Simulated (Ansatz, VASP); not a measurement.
**Two plane-wave programs on LiH**

```
Li H
1.0
     3.07825    0.00000    0.00000
    -1.53912    2.66584    0.00000
     0.00000    0.00000   25.32719
Li H
1 1
Cartesian
  0.0000 1.7772 7.5000
  0.0000 0.0000 7.5000
```

Alike in both runs: functional PBE; k mesh 12 × 12 × 1; no spin polarisation.

Ansatz relaxed the structure, and its values are those at the end. VASP's run is a single point on that final structure, the one shown.

```csv
,VASP,Ansatz
version,VASP 6.6.1,Ansatz 0.2.0
potentials or method,"VASP PAW PBE potentials, release 64 (Li_sv, H), cutoff 650 eV","scalar-relativistic, plane waves, PAW"
occupations,"gaussian, width 0.01 eV",fixed
valence electrons in the cell,4,4
```

```csv
,VASP,Ansatz,Ansatz less VASP
gap on the k mesh at the Fermi level (eV),3.47,3.47,0.000
least direct gap on the mesh (eV),5.36,5.36,+0.002
```

Ansatz's warnings: structure snapped to symmetry, xc potential rough in thin density.
